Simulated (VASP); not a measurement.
# AlFe2 (P6/mmm) in VASP: single point with PBEsol

Aim: the single point of AlFe2 with PBEsol.

Everything below comes from runs of VASP 6.6.1. Logs are shortened: lines on timing, memory, paths and dates and some standing lists are left out, and cuts for length are marked.

## (1) The cell of the first run

The structure is hexagonal, space group P6/mmm (No. 191). Conventional cell: a = 4.135 Å, b = 4.135 Å, c = 2.552 Å, α = 90.00°, β = 90.00°, γ = 120.00°. Al (site symmetry 6/mmm) has 2 Al at 2.55 Å and 12 Fe at 2.71 Å within 3.4 Å. Fe (site symmetry -6m2) has 5 Fe at 2.39 to 2.55 Å and 6 Al at 2.71 Å within 3.2 Å.

## (2) Single point, PBEsol, collinear spin, ferromagnetic start

Contents of INCAR:

```
PREC = Accurate
ENCUT = 520
EDIFF = 1E-6
ISMEAR = 1
SIGMA = 0.15
LREAL = F
LASPH = T
NELM = 150
ALGO = Normal
ISIF = 2
LWAVE = F
LCHARG = F
ISPIN = 2
MAGMOM = 0.34 3.85 3.85
LORBIT = 11
NUPDOWN = 8.4
LMAXMIX = 4
GGA = PS
NBANDS = 20
ISYM = 0
```

Contents of KPOINTS:

```
Automatic mesh
0
Gamma
  7 7 9
  0.5 0.5 0.5
```

Contents of POSCAR:

```
AlFe2
1.0
    4.1349220000      0.0000000000      0.0000000000
   -2.0674610000      3.5809480000      0.0000000000
    0.0000000000      0.0000000000      2.5522020000
Al Fe
1 2
Direct
    0.0000000000      0.0000000000      0.0000000000
    0.3333333333      0.6666666667      0.5000000000
    0.6666666667      0.3333333333      0.5000000000
```

Potentials or basis: VASP PAW PBE potentials, release 64 (Al, Fe).

Command:

```bash
> cat potpaw_PBE.64/Al/POTCAR potpaw_PBE.64/Fe/POTCAR > POTCAR
> mpirun -np 1 vasp_std > vasp.out
```

OUTCAR:

```text
PREC = Accurate
   ENCUT = 520
   EDIFF = 1E-6
   ISMEAR = 1
   LREAL = F
   LASPH = T
   NELM = 150
   ISIF = 2
   ISPIN = 2
   LORBIT = 11
   NUPDOWN = 8.4
   GGA = PS
   ISYM = 0

 ion  position               nearest neighbor table
   1  0.000  0.000  0.000-   2 2.71   3 2.71   2 2.71   3 2.71   3 2.71   3 2.71   2 2.71   2 2.71
                             3 2.71   3 2.71   2 2.71   2 2.71
   2  0.333  0.667  0.500-   3 2.39   3 2.39   3 2.39   1 2.71   1 2.71   1 2.71   1 2.71   1 2.71
                             1 2.71
   3  0.667  0.333  0.500-   2 2.39   2 2.39   2 2.39   1 2.71   1 2.71   1 2.71   1 2.71   1 2.71
                             1 2.71

IMPORTANT INFORMATION: All symmetrisations will be switched off!
NOSYMM: (Re-)initialisation of all symmetry stuff for point group C_1.

----------------------------------------------------------------------------------------

                                     Primitive cell

  volume of cell :      37.7903

  direct lattice vectors                    reciprocal lattice vectors
     4.134922000  0.000000000  0.000000000     0.241842531  0.139627830  0.000000000
    -2.067461000  3.580948000  0.000000000     0.000000000  0.279255661  0.000000000
     0.000000000  0.000000000  2.552202000     0.000000000  0.000000000  0.391818516

  length of vectors
     4.134922000  4.134922438  2.552202000     0.279255690  0.279255661  0.391818516

  position of ions in fractional coordinates (direct lattice)
     0.000000000  0.000000000  0.000000000
     0.333333333  0.666666667  0.500000000
     0.666666667  0.333333333  0.500000000

  ion indices of the primitive-cell ions
   primitive index   ion index
                 1           1
                 2           2
                 3           3

----------------------------------------------------------------------------------------

 KPOINTS: Automatic mesh

Automatic generation of k-mesh.
 Grid dimensions read from file:
 generate k-points for:    7    7    9

 Generating k-lattice:

  Cartesian coordinates                     Fractional coordinates (reciprocal lattice)
     0.034548933  0.019946833  0.000000000     0.142857143  0.000000000  0.000000000
     0.000000000  0.039893666  0.000000000     0.000000000  0.142857143  0.000000000
     0.000000000  0.000000000  0.043535391     0.000000000  0.000000000  0.111111111

  Length of vectors
     0.039893670  0.039893666  0.043535391

  Shift w.r.t. Gamma in fractional coordinates (k-lattice)
     0.500000000  0.500000000  0.500000000

 Subroutine IBZKPT returns following result:
 ===========================================

 Found    663 irreducible k-points:

 Following reciprocal coordinates:
            Coordinates               Weight
  0.071429  0.071429  0.055556      2.000000
 -0.071429  0.142857  0.055556      2.000000
 -0.142857  0.071429  0.055556      2.000000
 -0.071429 -0.071429  0.055556      2.000000
  0.071429 -0.142857  0.055556      2.000000
  0.142857 -0.071429  0.055556      2.000000
[... 16 lines left out ...]
  0.071429 -0.428571  0.055556      2.000000
  0.428571 -0.357143  0.055556      2.000000
 [... further k-points ...]
   k-points           NKPTS =    663   k-points in BZ     NKDIM =    663   number of bands    NBANDS=     20
   number of dos      NEDOS =    301   number of ions     NIONS =      3
   total plane-waves  NPLWV =  20480
   dimension x,y,z NGX =    32 NGY =   32 NGZ =   20
   dimension x,y,z NGXF=    64 NGYF=   64 NGZF=   40
   ions per type =               1   2
   NGX,Y,Z   is equivalent  to a cutoff of  12.87, 12.87, 13.03 a.u.
   NGXF,Y,Z  is equivalent  to a cutoff of  25.73, 25.73, 26.06 a.u.
 SYSTEM =  unknown system
   PREC   = accura    normal or accurate (medium, high low for compatibility)
   ISTART =      0    job   : 0-new  1-cont  2-samecut
   ICHARG =      2    charge: 1-file 2-atom 10-const
   ISPIN  =      2    spin polarized calculation?
   LNONCOLLINEAR =      F non collinear calculations
   LSORBIT =      F    spin-orbit coupling
   LASPH  =      T    aspherical Exc in radial PAW
   ENCUT  =  520.0 eV  38.22 Ry    6.18 a.u.   7.69  7.69  4.75*2*pi/ulx,y,z
   NELM   =    150;   NELMIN=  2; NELMDL= -5     # of ELM steps
   EDIFF  = 0.1E-05   stopping-criterion for ELM
   LREAL  =      F    real-space projection
   EDIFFG = 0.1E-04   stopping-criterion for IOM
   NSW    =      0    number of steps for IOM
   IBRION =     -1    ionic relax: 0-MD 1-quasi-New 2-CG
   NFREE  =      0    steps in history (QN), initial steepest desc. (CG)
   ISIF   =      2    stress and relaxation
   ISYM   =      0    0-nonsym 1-usesym 2-fastsym
   POTIM  = 0.5000    time-step for ionic-motion
   TEBEG  =    0.0;   TEEND  =   0.0 temperature during run
   PSTRESS=    0.0 pullay stress
   NELECT =      19.0000    total number of electrons
   NUPDOWN=       8.4000    fix difference up-down
   EMIN   =  10.00;   EMAX   =-10.00  energy-range for DOS
   EFERMI =   0.00;   METHOD = LEGACY
   ISMEAR =     1;   SIGMA  =   0.15  broadening in eV -4-tet -1-fermi 0-gaus
   EFERMI_NEDOS =   21; number of points for ismear=-14 and -15
   IALGO  =     38    algorithm
   IMIX   =      4    mixing-type and parameters
     AMIX     =   0.40;   BMIX     =  1.00
     AMIX_MAG =   1.60;   BMIX_MAG =  1.00
  volume/ion in A,a.u.               =      12.60        85.01
  Fermi-wavevector in a.u.,A,eV,Ry     =   1.301765  2.459979 23.056323  1.694592
  Thomas-Fermi vector in A             =   2.432877
   LORBIT       =     11    0 simple, 1 ext, 2 COOP (PROOUT), +10 PAW based schemes
   GGA     = PS    functional components
   LHFCALC =     F    Hartree Fock is set to
   AEXX    =    0.0000 exact exchange contribution
   IVDW    =     0    specifies the selected vdW correction
   LEPSILON=     F    determine dielectric tensor
   LRPA    =     F    only Hartree local field effects (RPA)
 spin polarized calculation
 Methfessel and Paxton  Order N= 1 SIGMA  =   0.15
  energy-cutoff  :      520.00
  volume of cell :       37.79
 maximum number of plane-waves:      1050
   NGX = 15   NGY = 15   NGZ =  9

 number of electron      18.9999993 magnetization       8.3999875

 Free energy of the ion-electron system (eV)
  ---------------------------------------------------
  ext. energy  EPLUGINS =         0.00000000
  ---------------------------------------------------
  free energy    TOTEN  =       -17.33427841 eV

  energy without entropy =      -17.33488766  energy(sigma->0) =      -17.33448150

 E-fermi :   5.7455     XC(G=0): -12.1927

 val. band max:       10.5722716820   @ k =   0.0714   0.3571  -0.2778
 cond. band min:       5.7490044767   @ k =   0.3571   0.2143   0.1667
 fundamental gap:     -4.8232672053
 Fermi energy:        10.5878013339

 spin component 1

 k-point     1 :       0.0714    0.0714    0.0556
  band No.  band energies     occupation
      1      -3.1810      1.00000
      2       1.8467      1.00000
      3       2.0276      1.00000
      4       2.2432      1.00000
      5       2.7600      1.00000
      6       2.9767      1.00000
[... 12 lines left out ...]
     19      22.6888      0.00000
     20      25.0652      0.00000

 k-point     2 :      -0.0714    0.1429    0.0556
  band No.  band energies     occupation
      1      -3.1810      1.00000
      2       1.8467      1.00000
      3       2.0276      1.00000
      4       2.2432      1.00000
      5       2.7600      1.00000
      6       2.9767      1.00000
[... 12 lines left out ...]
     19      22.6888      0.00000
     20      25.0651      0.00000

 k-point     3 :      -0.1429    0.0714    0.0556
  band No.  band energies     occupation
      1      -3.1810      1.00000
      2       1.8467      1.00000
      3       2.0276      1.00000
      4       2.2432      1.00000
      5       2.7600      1.00000
      6       2.9767      1.00000
[... 12 lines left out ...]
     19      22.6888      0.00000
     20      25.0651      0.00000

 k-point     4 :      -0.0714   -0.0714    0.0556
  band No.  band energies     occupation
      1      -3.1810      1.00000
      2       1.8467      1.00000
      3       2.0276      1.00000
      4       2.2432      1.00000
      5       2.7600      1.00000
      6       2.9767      1.00000
[... 429 lines left out ...]
 k-point    23 :       0.0714   -0.4286    0.0556
  band No.  band energies     occupation
      1      -1.6028      1.00000
      2       0.4579      1.00000
      3       1.9174      1.00000
      4       2.2808      1.00000
      5       2.3435      1.00000
      6       2.7128      1.00000
[... 12 lines left out ...]
     19      20.9446      0.00000
     20      21.2071      0.00000

 k-point    24 :       0.4286   -0.3571    0.0556
  band No.  band energies     occupation
      1      -1.6028      1.00000
      2       0.4579      1.00000
      3       1.9174      1.00000
      4       2.2808      1.00000
      5       2.3435      1.00000
      6       2.7128      1.00000
[... 12 lines left out ...]
     19      20.9446      0.00000
     20      21.2071      0.00000

 [... further k-points ...]

 spin component 2

 k-point     1 :       0.0714    0.0714    0.0556
  band No.  band energies     occupation
      1      -2.0276      1.00000
      2       4.1324      1.00000
      3       4.6513      1.00000
      4       4.8998      1.00000
      5       5.5120      1.02507
      6       5.8633      0.01366
[... 12 lines left out ...]
     19      23.7671      0.00000
     20      26.2403      0.00000

 k-point     2 :      -0.0714    0.1429    0.0556
  band No.  band energies     occupation
      1      -2.0276      1.00000
      2       4.1324      1.00000
      3       4.6513      1.00000
      4       4.8998      1.00000
      5       5.5120      1.02507
      6       5.8633      0.01366
[... 12 lines left out ...]
     19      23.7671      0.00000
     20      26.2403      0.00000

 k-point     3 :      -0.1429    0.0714    0.0556
  band No.  band energies     occupation
      1      -2.0276      1.00000
      2       4.1324      1.00000
      3       4.6513      1.00000
      4       4.8998      1.00000
      5       5.5120      1.02507
      6       5.8633      0.01366
[... 12 lines left out ...]
     19      23.7671      0.00000
     20      26.2403      0.00000

 k-point     4 :      -0.0714   -0.0714    0.0556
  band No.  band energies     occupation
      1      -2.0276      1.00000
      2       4.1324      1.00000
      3       4.6513      1.00000
      4       4.8998      1.00000
      5       5.5120      1.02507
      6       5.8633      0.01366
[... 429 lines left out ...]
 k-point    23 :       0.0714   -0.4286    0.0556
  band No.  band energies     occupation
      1      -0.4438      1.00000
      2       1.9043      1.00000
      3       4.1338      1.00000
      4       5.2490      1.00001
      5       5.3260      1.00028
      6       5.7399      0.53111
[... 12 lines left out ...]
     19      22.4795      0.00000
     20      22.5428      0.00000

 k-point    24 :       0.4286   -0.3571    0.0556
  band No.  band energies     occupation
      1      -0.4438      1.00000
      2       1.9043      1.00000
      3       4.1338      1.00000
      4       5.2490      1.00001
      5       5.3260      1.00028
      6       5.7399      0.53112
[... 12 lines left out ...]
     19      22.4795      0.00000
     20      22.5428      0.00000

 [... further k-points ...]

------------------------ aborting loop because EDIFF is reached ----------------------------------------

  FORCE on cell =-STRESS in cart. coord.  units (eV):
  Direction    XX          YY          ZZ          XY          YZ          ZX
  --------------------------------------------------------------------------------------
  -------------------------------------------------------------------------------------
  Total        8.4263372      8.4263235      6.6856207      0.0000114     -0.0000001     -0.0000000
  in kB      357.2473653    357.2467841    283.4470452      0.0004833     -0.0000036     -0.0000004
  external PRESSURE =     332.6470649 kB  Pullay stress =       0.0000000 kB

 VOLUME and BASIS-vectors are now :
 -----------------------------------------------------------------------------
  energy-cutoff  :      520.00
  volume of cell :       37.79
      direct lattice vectors                 reciprocal lattice vectors
     4.134922000  0.000000000  0.000000000     0.241842531  0.139627830  0.000000000
    -2.067461000  3.580948000  0.000000000     0.000000000  0.279255661  0.000000000
     0.000000000  0.000000000  2.552202000     0.000000000  0.000000000  0.391818516

 POSITION                                       TOTAL-FORCE (eV/Angst)
 -----------------------------------------------------------------------------------
      0.00000      0.00000      0.00000        -0.000000     -0.000000     -0.000000
     -0.00000      2.38730      1.27610         0.000009     -0.000000      0.000000
      2.06746      1.19365      1.27610        -0.000009      0.000001      0.000000
 -----------------------------------------------------------------------------------
    total drift:                                0.000000      0.000000      0.000000

  FREE ENERGIE OF THE ION-ELECTRON SYSTEM (eV)
  ---------------------------------------------------
  free  energy   TOTEN  =       -17.3342784137 eV

  energy  without entropy=      -17.3348876579  energy(sigma->0) =      -17.33448150

 total charge

# of ion       s       p       d       tot
------------------------------------------
    1        0.429   0.417   0.000   0.845
    2        0.530   0.579   6.025   7.134
    3        0.530   0.579   6.025   7.134
--------------------------------------------------
tot          1.488   1.574  12.051  15.114

 magnetization (x)

# of ion       s       p       d       tot
------------------------------------------
    1        0.073   0.098   0.000   0.170
    2        0.093   0.217   3.373   3.683
    3        0.093   0.217   3.373   3.683
--------------------------------------------------
tot          0.258   0.533   6.747   7.537
```

Run time: 10 min. Hardware: 1 thread of Intel Xeon Platinum 8259CL at 2.50GHz (Skylake/Cascade Lake), shared host; peak memory 0.77 GiB.

What came out:

```yaml
Free_energy: -17.3343 eV
Pressure: 33.3 GPa
Net_moment: 8.40 μB per cell
Site_moments: Al +0.17; Fe +3.68 μB
Valence_electrons_inside_the_program's_atomic_spheres: Al 0.84; Fe 7.13
```

Caveat: the cell stands under pressure; the PAW data sets were made with another functional, which shifts forces and pressure a little; the total moment is fixed, so each spin has its own Fermi level.
